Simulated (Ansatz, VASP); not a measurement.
**Ba2LuRuN6 in VASP and in Ansatz**

INCAR

```
PREC = Accurate
ENCUT = 520
EDIFF = 1E-6
ISMEAR = -1
SIGMA = 0.1
LREAL = False
LASPH = True
NELM = 100
ALGO = Normal
ISIF = 2
LWAVE = False
LCHARG = True
GGA = CA
LELF = True
LVHAR = True
NBANDS = 56
```

The input KPOINTS:

```
regular mesh
0
Gamma
  4 4 4
```

File POSCAR:

```
Ba2LuRuN6
1.0
    0.0000000000      4.2007400000      4.2007400000
    4.2007400000      0.0000000000      4.2007400000
    4.2007400000      4.2007400000      0.0000000000
Lu N Ru Ba
1 6 1 2
Direct
    0.0000000000      0.0000000000      0.0000000000
    0.7369000000      0.2631000000      0.2631000000
    0.2631000000      0.7369000000      0.2631000000
    0.2631000000      0.7369000000      0.7369000000
    0.7369000000      0.2631000000      0.7369000000
    0.2631000000      0.2631000000      0.7369000000
    0.7369000000      0.7369000000      0.2631000000
    0.5000000000      0.5000000000      0.5000000000
    0.2500000000      0.2500000000      0.2500000000
    0.7500000000      0.7500000000      0.7500000000
```

Input for Ansatz:

```yaml
crystal:
  lattice:
    - [0.0, 4.20074, 4.20074]
    - [4.20074, 0.0, 4.20074]
    - [4.20074, 4.20074, 0.0]
  atoms:
    - { symbol: Lu, position: [0.0, 0.0, 0.0] }
    - { symbol: "N", position: [0.7369, 0.2631, 0.2631] }
    - { symbol: "N", position: [0.2631, 0.7369, 0.2631] }
    - { symbol: "N", position: [0.2631, 0.7369, 0.7369] }
    - { symbol: "N", position: [0.7369, 0.2631, 0.7369] }
    - { symbol: "N", position: [0.2631, 0.2631, 0.7369] }
    - { symbol: "N", position: [0.7369, 0.7369, 0.2631] }
    - { symbol: Ru, position: [0.5, 0.5, 0.5] }
    - { symbol: Ba, position: [0.25, 0.25, 0.25] }
    - { symbol: Ba, position: [0.75, 0.75, 0.75] }
  symmetry: { tolerance: 0.0003 }
kpoints:
  mp_grid: { grid: [4, 4, 4], shift: [0, 0, 0] }
magnetization:
  spin_polarized: false
scf:
  occupations: { method: fermi_dirac }
hamiltonian:
  pseudopotentials: { kind: paw }
  xc: lda
basis:
  ecutwfc: 420
output:
  forces: true
  stress: true
  eigenvalues: true
  write_density: true
  write_potential: true
  elf: true
  volumetric_format: npy
```

Alike in both runs: task single point; functional LDA; k mesh 4 × 4 × 4; no spin polarisation.

|  | VASP | Ansatz |
| --- | --- | --- |
| version | VASP 6.6.1 | Ansatz 0.2.0 |
| potentials or method | VASP PAW PBE potentials, release 64 (Lu, N, Ru_pv, Ba_sv), cutoff 520 eV | PAW plane waves |
| occupations | fermi-dirac, width 0.1 eV | fermi-dirac |
| valence electrons in the cell | 89 | 91 |

VASP gave:

| Property | Result |
| --- | --- |
| gap on the k mesh at the Fermi level (eV) | none |
| pressure (GPa) | -7.2 |
| rms of the force components (eV/Å) | 0.430 |

Problem. Estimate Ansatz's values.

Solution. gap on the k mesh at the Fermi level (eV): none; pressure (GPa): -8.9; rms of the force components (eV/Å): 0.407.

VASP's potentials were made for PBE, not for LDA. LDA's correlation is that of Perdew and Zunger in VASP and of Perdew and Wang (1992) in Ansatz. Atom by atom the forces differ by 0.022 eV/Å (rms over components). A gap of «none» marks a metal or a gap that the smearing closes. VASP's potentials hold 89 valence electrons a cell and Ansatz's 91, so a difference there can come from the potentials and not from the codes.

Spin-orbit coupling is off throughout.
